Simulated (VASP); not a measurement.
Ga:

```
CELL_PARAMETERS angstrom
4.80203 0.00000 0.00000
-2.40102 4.15868 0.00000
0.00000 0.00000 2.94364
ATOMIC_POSITIONS crystal
Ga 0.00000 0.00000 0.00000
Ga 0.33333 0.66667 0.50000
Ga 0.66667 0.33333 0.50000
```

| Quantity | Value |
| --- | --- |
| Program | VASP 6.6.1 |
| Task | relaxation of cell and atoms |
| Functional | PBEsol |
| Potentials or basis | VASP PAW PBE potentials, release 64 (Ga_d) |
| Cutoff | 600 eV |
| k mesh | 8 × 8 × 11 |
| Occupations | fermi-dirac, width 0.1 eV |
| Spin | no spin polarisation |

At the start: pressure -4.0 GPa; volume 19.59 Å³/atom.

Task: Where does the relaxation end?

Result: Over 10 steps the energy falls by 22.7 meV/atom and the volume is 18.04 Å³/atom (-7.9 %); space group P6/mmm (No. 191, to 0.05 Å).

The path:
```
step  energy change (eV)  largest force (eV/Å)  pressure (GPa)  volume (Å³)
   1              0.0000                0.0000           -4.04        58.78
   2             -0.0634                0.0000           -0.62        54.68
   3             -0.0648                0.0000            0.12        54.11
   4             -0.0647                0.0000           -0.15        54.20
   5             -0.0650                0.0000           -0.15        54.19
   6             -0.0659                0.0000           -0.11        54.18
   7             -0.0676                0.0000            0.00        54.15
   8             -0.0661                0.0000            0.29        54.05
   9             -0.0681                0.0000            0.07        54.12
  10             -0.0681                0.0000            0.08        54.12
```

Final structure:
```
Ga
1.0
     4.60874    0.00000    0.00000
    -2.30437    3.99129    0.00000
     0.00000    0.00000    2.94196
Ga
3
Direct
  0.00000 0.00000 0.00000
  0.33333 0.66667 0.50000
  0.66667 0.33333 0.50000
```

Caveat: the PAW data sets were made with another functional, which shifts forces and pressure a little.
